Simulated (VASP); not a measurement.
CdS3:

```
CELL_PARAMETERS angstrom
7.05058 0.00000 0.00000
-3.52529 6.10598 0.00000
0.00000 0.00000 3.92921
ATOMIC_POSITIONS crystal
Cd 0.66667 0.33333 0.25000
Cd 0.33333 0.66667 0.75000
S 0.29710 0.38290 0.25000
S 0.91420 0.29710 0.75000
S 0.61710 0.91420 0.25000
S 0.70290 0.61710 0.75000
S 0.08580 0.70290 0.25000
S 0.38290 0.08580 0.75000
```

The cell was generated, and may not be a known phase.

| Item | Value |
| --- | --- |
| Program | VASP 6.6.1 |
| Task | relaxation of cell and atoms |
| Functional | PBE |
| Potentials or basis | VASP PAW PBE potentials, release 64 (Cd, S) |
| Cutoff | 500 eV |
| k mesh | 3 × 3 × 4 |
| Occupations | gaussian, width 0.1 eV |
| Spin | no spin polarisation |

At the start: pressure 0.3 GPa; volume 21.14 Å³/atom.

Q: Where does the relaxation end?

A: Over 53 steps the energy falls by 271.6 meV/atom and the volume is 19.49 Å³/atom (-7.8 %); space group P6_3/m (No. 176, to 0.1 Å) before, P6_3/mmc (No. 194, to 0.1 Å).

The path:
```tsv
step	energy change (eV)	largest force (eV/Å)	pressure (GPa)	volume (Å³)
1	0.0000	0.8888	0.27	169.16
3	-0.6805	0.4863	-4.41	172.61
5	-1.0359	0.2624	-6.89	176.00
7	-1.6353	0.1403	-1.74	159.86
9	-1.6514	0.1261	-1.49	159.02
11	-1.6918	0.1988	-0.21	154.61
13	-1.7068	0.0933	-0.29	154.99
15	-1.7131	0.0743	0.17	153.95
17	-1.7172	0.0583	-0.16	154.60
19	-1.7223	0.0808	0.30	153.13
21	-1.7237	0.1011	0.71	151.87
23	-1.7253	0.1032	0.71	151.75
25	-1.7331	0.1123	0.74	151.22
27	-1.7647	0.1169	1.01	149.12
29	-1.7751	0.0864	1.37	147.74
31	-1.7962	0.0437	1.21	147.76
33	-1.8157	0.2591	1.53	147.85
35	-1.8495	0.1543	0.91	148.73
37	-1.9939	0.2441	-1.22	156.70
39	-2.0253	0.2572	-0.42	156.56
41	-2.0625	0.2037	0.13	155.52
43	-2.0766	0.2913	1.38	151.28
45	-2.1428	0.1170	-0.59	156.42
47	-2.1579	0.0823	-0.36	156.41
49	-2.1655	0.0399	-0.23	156.87
51	-2.1708	0.0376	0.34	155.32
53	-2.1727	0.0372	-0.02	155.91
```

Final structure:
```xyz
8
Lattice="7.1164 0.0000 0.0000 -3.5582 6.1630 0.0000 0.0000 0.0000 3.5548" Properties=species:S:1:pos:R:3 pbc="T T T"
Cd    3.5582    2.0543    0.8887
Cd    0.0000    4.1087    2.6661
S     0.0324    1.9869    0.8887
S     5.4119    1.0215    2.6661
S     1.8213    5.1976    0.8887
S     3.5258    4.1761    2.6661
S    -1.8537    5.1415    0.8887
S     1.7369    0.9654    2.6661
```

Caveat: the k points lie up to 0.44 Å⁻¹ apart in the final cell, too coarse for converged energies and pressures of a metal.
